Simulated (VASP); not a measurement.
# Os (Fm-3m) in VASP: notebook, part 2 of 3

VASP 6.6.1. Earlier steps stand in the parts before.

### Step 5. Single point, revPBE (volume scaled by 1.08)

File INCAR:

```
  ALGO = Normal
  EDIFF = 1E-6
  ENCUT = 520
  GGA = RE
  ISIF = 2
  ISMEAR = -1
  LASPH = T
  LCHARG = F
  LREAL = F
  LWAVE = F
  NBANDS = 10
  NELM = 80
  PREC = Accurate
  SIGMA = 0.1
```

File KPOINTS:

```
k-points
0
Gamma
  16 16 16
```

File POSCAR:

```
Os
1.0
    0.0000000000      1.9837375849      1.9837375849
    1.9837375849      0.0000000000      1.9837375849
    1.9837375849      1.9837375849      0.0000000000
Os
1
Direct
    0.0000000000      0.0000000000      0.0000000000
```

The run is started by

```bash
cat potpaw_PBE.64/Os/POTCAR > POTCAR
mpirun -np 1 vasp_std > vasp.out
```

Wall time 13 s (1 thread of Intel Xeon Platinum 8488C (Sapphire Rapids), shared host); peak memory 0.16 GiB.

The run converged. Its results:

| Item | Value |
| --- | --- |
| Free energy | -10.5095 eV |
| Pressure | -24.9 GPa |
| Band gap on the k mesh | zero (band 4 reaches 9.98 eV, above the bottom of band 5 at 6.43 eV) |

Levels at points of the mesh, in eV from the Fermi level:
| k point | band 2 | band 3 | band 4 | band 5 | band 6 | band 7 |
| --- | --- | --- | --- | --- | --- | --- |
| (0.00, 0.00, 0.00) | -2.58 | -2.58 | -2.58 | -0.02 | -0.02 | 14.23 |
| (0.50, 0.00, 0.00) | -2.71 | -2.71 | -0.18 | 2.01 | 2.01 | 7.66 |
| (0.50, 0.50, 0.00) | -5.91 | 1.96 | 2.12 | 2.58 | 2.58 | 10.56 |

Caveat: the PAW data sets were made with another functional, which shifts forces and pressure a little; spin-orbit coupling is left out, which moves the levels of the heavy elements.

### Step 6. Single point, revPBE (volume scaled by 1.12)

File INCAR:

```
SYSTEM = Os
PREC = Accurate
ENCUT = 520
EDIFF = 1E-6
ISMEAR = -1
SIGMA = 0.1
LREAL = .False.
LASPH = .True.
NELM = 60
ALGO = Normal
ISIF = 2
LWAVE = .False.
LCHARG = .False.
GGA = RE
NBANDS = 10
```

File KPOINTS:

```
Automatic mesh
0
Gamma
  16 16 16
  0 0 0
```

File POSCAR:

```
Os
1.0
    0.0000000000      2.0079318912      2.0079318912
    2.0079318912      0.0000000000      2.0079318912
    2.0079318912      2.0079318912      0.0000000000
Os
1
Direct
    0.0000000000      0.0000000000      0.0000000000
```

Potentials or basis: VASP PAW PBE potentials, release 64 (Os).

The run is started by

```bash
cat potpaw_PBE.64/Os/POTCAR > POTCAR
mpirun -np 1 vasp_std > vasp.out
```

OUTCAR:

```text
SYSTEM = Os
   PREC = Accurate
   ENCUT = 520
   EDIFF = 1E-6
   ISMEAR = -1
   LREAL = .False.
   LASPH = .True.
   NELM = 60
   ISIF = 2
   GGA = RE

 ion  position               nearest neighbor table
   1  0.000  0.000  0.000-

  LATTYP: Found a face centered cubic cell.
 ALAT       =     4.0158637824

  Lattice vectors:

 A1 = (   0.0000000000,   2.0079318912,   2.0079318912)
 A2 = (   2.0079318912,   0.0000000000,   2.0079318912)
 A3 = (   2.0079318912,   2.0079318912,   0.0000000000)

Analysis of symmetry for initial positions (statically):
=====================================================================
 Subroutine PRICEL returns:
 Original cell was already a primitive cell.

 Routine SETGRP: Setting up the symmetry group for a
 face centered cubic supercell.

 Subroutine GETGRP returns: Found 48 space group operations
 (whereof 48 operations were pure point group operations)
 out of a pool of 48 trial point group operations.

The static configuration has the point symmetry O_h .

Analysis of symmetry for dynamics (positions and initial velocities):
=====================================================================
 Subroutine PRICEL returns:
 Original cell was already a primitive cell.

 Routine SETGRP: Setting up the symmetry group for a
 face centered cubic supercell.

 Subroutine GETGRP returns: Found 48 space group operations
 (whereof 48 operations were pure point group operations)
 out of a pool of 48 trial point group operations.

The dynamic configuration has the point symmetry O_h .

 Subroutine INISYM returns: Found 48 space group operations
 (whereof 48 operations are pure point group operations),
 and found     1 'primitive' translations

----------------------------------------------------------------------------------------

                                     Primitive cell

  volume of cell :      16.1911

  direct lattice vectors                    reciprocal lattice vectors
     0.000000000  2.007931891  2.007931891    -0.249012430  0.249012430  0.249012430
     2.007931891  0.000000000  2.007931891     0.249012430 -0.249012430  0.249012430
     2.007931891  2.007931891  0.000000000     0.249012430  0.249012430 -0.249012430

  length of vectors
     2.839644513  2.839644513  2.839644513     0.431302181  0.431302181  0.431302181

  position of ions in fractional coordinates (direct lattice)
     0.000000000  0.000000000  0.000000000

  ion indices of the primitive-cell ions
   primitive index   ion index
                 1           1

----------------------------------------------------------------------------------------

 KPOINTS: Automatic mesh

Automatic generation of k-mesh.
 Grid dimensions read from file:
 generate k-points for:   16   16   16

 Generating k-lattice:

  Cartesian coordinates                     Fractional coordinates (reciprocal lattice)
    -0.015563277  0.015563277  0.015563277     0.062500000  0.000000000  0.000000000
     0.015563277 -0.015563277  0.015563277     0.000000000  0.062500000  0.000000000
     0.015563277  0.015563277 -0.015563277     0.000000000  0.000000000  0.062500000

  Length of vectors
     0.026956386  0.026956386  0.026956386

  Shift w.r.t. Gamma in fractional coordinates (k-lattice)
     0.000000000  0.000000000  0.000000000

 Subroutine IBZKPT returns following result:
 ===========================================

 Found    145 irreducible k-points:

 Following reciprocal coordinates:
            Coordinates               Weight
  0.000000  0.000000  0.000000      1.000000
  0.062500  0.000000  0.000000      8.000000
  0.125000  0.000000  0.000000      8.000000
  0.187500  0.000000  0.000000      8.000000
  0.250000  0.000000  0.000000      8.000000
  0.312500  0.000000  0.000000      8.000000
[... 16 lines left out ...]
 -0.125000  0.062500  0.000000     24.000000
 -0.062500  0.062500  0.000000     12.000000
 [... further k-points ...]
   k-points           NKPTS =    145   k-points in BZ     NKDIM =    145   number of bands    NBANDS=     10
   number of dos      NEDOS =    301   number of ions     NIONS =      1
   total plane-waves  NPLWV =  13824
   dimension x,y,z NGX =    24 NGY =   24 NGZ =   24
   dimension x,y,z NGXF=    48 NGYF=   48 NGZF=   48
   ions per type =               1
   NGX,Y,Z   is equivalent  to a cutoff of  14.05, 14.05, 14.05 a.u.
   NGXF,Y,Z  is equivalent  to a cutoff of  28.10, 28.10, 28.10 a.u.
 SYSTEM =  Os
   PREC   = accura    normal or accurate (medium, high low for compatibility)
   ISTART =      0    job   : 0-new  1-cont  2-samecut
   ICHARG =      2    charge: 1-file 2-atom 10-const
   ISPIN  =      1    spin polarized calculation?
   LNONCOLLINEAR =      F non collinear calculations
   LSORBIT =      F    spin-orbit coupling
   LASPH  =      T    aspherical Exc in radial PAW
   ENCUT  =  520.0 eV  38.22 Ry    6.18 a.u.   5.28  5.28  5.28*2*pi/ulx,y,z
   NELM   =     60;   NELMIN=  2; NELMDL= -5     # of ELM steps
   EDIFF  = 0.1E-05   stopping-criterion for ELM
   LREAL  =      F    real-space projection
   EDIFFG = 0.1E-04   stopping-criterion for IOM
   NSW    =      0    number of steps for IOM
   IBRION =     -1    ionic relax: 0-MD 1-quasi-New 2-CG
   NFREE  =      0    steps in history (QN), initial steepest desc. (CG)
   ISIF   =      2    stress and relaxation
   ISYM   =      2    0-nonsym 1-usesym 2-fastsym
   POTIM  = 0.5000    time-step for ionic-motion
   TEBEG  =    0.0;   TEEND  =   0.0 temperature during run
   PSTRESS=    0.0 pullay stress
   NELECT =       8.0000    total number of electrons
   NUPDOWN=      -1.0000    fix difference up-down
   EMIN   =  10.00;   EMAX   =-10.00  energy-range for DOS
   EFERMI =   0.00;   METHOD = LEGACY
   ISMEAR =    -1;   SIGMA  =   0.10  broadening in eV -4-tet -1-fermi 0-gaus
   EFERMI_NEDOS =   21; number of points for ismear=-14 and -15
   IALGO  =     38    algorithm
   IMIX   =      4    mixing-type and parameters
     AMIX     =   0.40;   BMIX     =  1.00
     AMIX_MAG =   1.60;   BMIX_MAG =  1.00
  volume/ion in A,a.u.               =      16.19       109.26
  Fermi-wavevector in a.u.,A,eV,Ry     =   1.294233  2.445746 22.790295  1.675039
  Thomas-Fermi vector in A             =   2.425829
   LORBIT       =      0    0 simple, 1 ext, 2 COOP (PROOUT), +10 PAW based schemes
   GGA     = RE    functional components
   LHFCALC =     F    Hartree Fock is set to
   AEXX    =    0.0000 exact exchange contribution
   IVDW    =     0    specifies the selected vdW correction
   LEPSILON=     F    determine dielectric tensor
   LRPA    =     F    only Hartree local field effects (RPA)
 non-spin polarized calculation
  energy-cutoff  :      520.00
  volume of cell :       16.19
 maximum number of plane-waves:       448
 NGX is ok and might be reduce to    24
   NGX = 11   NGY = 11   NGZ = 11

 number of electron       8.0000000 magnetization

 Free energy of the ion-electron system (eV)
  ---------------------------------------------------
  ext. energy  EPLUGINS =         0.00000000
  ---------------------------------------------------
  free energy    TOTEN  =       -10.40445587 eV

  energy without entropy =      -10.37083832  energy(sigma->0) =      -10.38764710

 E-fermi :   7.3662     XC(G=0): -13.1964

 val. band max:        7.3634239480   @ k =  -0.0625   0.0625   0.0000
 cond. band min:       7.3895832494   @ k =  -0.4375   0.4375   0.0000
 fundamental gap:      0.0261593014
 Fermi energy:         7.3662179037

 k-point     1 :       0.0000    0.0000    0.0000
  band No.  band energies     occupation
      1      -2.1929      2.00000
      2       4.9222      2.00000
      3       4.9222      2.00000
      4       4.9222      2.00000
      5       7.3400      1.13018
      6       7.3400      1.13018
      7      21.5929      0.00000
      8      26.5884      0.00000
      9      26.5884      0.00000
     10      26.5884      0.00000
[... 287 lines left out ...]
 k-point    24 :      -0.0625    0.0625    0.0000
  band No.  band energies     occupation
      1      -1.7815      2.00000
      2       4.6797      2.00000
      3       5.0863      2.00000
      4       5.1288      2.00000
      5       7.1065      1.86137
      6       7.3634      1.01397
      7      22.3012      0.00000
      8      24.9599      0.00000
      9      26.7155      0.00000
     10      27.5339      0.00000

 [... further k-points ...]

------------------------ aborting loop because EDIFF is reached ----------------------------------------

  FORCE on cell =-STRESS in cart. coord.  units (eV):
  Direction    XX          YY          ZZ          XY          YZ          ZX
  --------------------------------------------------------------------------------------
  -------------------------------------------------------------------------------------
  Total       -3.3611800     -3.3611800     -3.3611800      0.0000000     -0.0000000      0.0000000
  in kB     -332.6024349   -332.6024349   -332.6024349      0.0000000     -0.0000000      0.0000000
  external PRESSURE =    -332.6024349 kB  Pullay stress =       0.0000000 kB

 VOLUME and BASIS-vectors are now :
 -----------------------------------------------------------------------------
  energy-cutoff  :      520.00
  volume of cell :       16.19
      direct lattice vectors                 reciprocal lattice vectors
     0.000000000  2.007931891  2.007931891    -0.249012430  0.249012430  0.249012430
     2.007931891  0.000000000  2.007931891     0.249012430 -0.249012430  0.249012430
     2.007931891  2.007931891  0.000000000     0.249012430  0.249012430 -0.249012430

 POSITION                                       TOTAL-FORCE (eV/Angst)
 -----------------------------------------------------------------------------------
      0.00000      0.00000      0.00000         0.000000      0.000000     -0.000000
 -----------------------------------------------------------------------------------
    total drift:                               -0.000000     -0.000000     -0.000000

  FREE ENERGIE OF THE ION-ELECTRON SYSTEM (eV)
  ---------------------------------------------------
  free  energy   TOTEN  =       -10.4044558700 eV

  energy  without entropy=      -10.3708383211  energy(sigma->0) =      -10.38764710
```

Run time: 12 s. Hardware: 1 thread of Intel Xeon Platinum 8488C (Sapphire Rapids), shared host; peak memory 0.16 GiB.

What came out:

```yaml
Free_energy: -10.4045 eV
Pressure: -33.3 GPa
Band_gap_on_the_k_mesh: zero (band 4 reaches 9.45 eV, above the bottom of band 5 at 6.02 eV)
```

Caveat: the PAW data sets were made with another functional, which shifts forces and pressure a little; spin-orbit coupling is left out, which moves the levels of the heavy elements.

(Part 2 of 3 ends here.)
